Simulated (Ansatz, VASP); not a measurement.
# BiSe2 in VASP and in Ansatz

```xyz
6
Lattice="6.5353 0.0000 0.0000 0.0000 6.5353 0.0000 0.0000 0.0000 4.4709" Properties=species:S:1:pos:R:3 pbc="T T T"
Bi    0.0000    0.0000    0.0000
Bi    3.2676    3.2676    2.2355
Se    2.0100    2.0100    0.0000
Se    1.2577    5.2776    2.2355
Se    4.5253    4.5253    0.0000
Se    5.2776    1.2577    2.2355
```

Alike in both runs: functional r2SCAN; k mesh 6 × 6 × 8; occupations gaussian, width 0.1 eV; no spin polarisation.

Ansatz relaxed the structure, and its values are those at the end. VASP's run is a single point on that final structure, the one shown.

|  | VASP | Ansatz |
| --- | --- | --- |
| version | VASP 6.6.1 | Ansatz 0.2.0 |
| potentials or method | VASP PAW PBE potentials, release 64 (Bi_d, Se), cutoff 520 eV | scalar-relativistic, plane waves, PAW |
| valence electrons in the cell | 54 | 94 |

```csv
,VASP,Ansatz,Ansatz less VASP
gap on the k mesh at the Fermi level (eV),none,none,-
pressure (GPa),0.0,0.0,-0.04
```

VASP's potentials were made for PBE, not for r2SCAN. A gap of «none» marks a metal or a gap that the smearing closes. VASP's potentials hold 54 valence electrons a cell and Ansatz's 94, so a difference there can come from the potentials and not from the codes.

Spin-orbit coupling is off throughout.
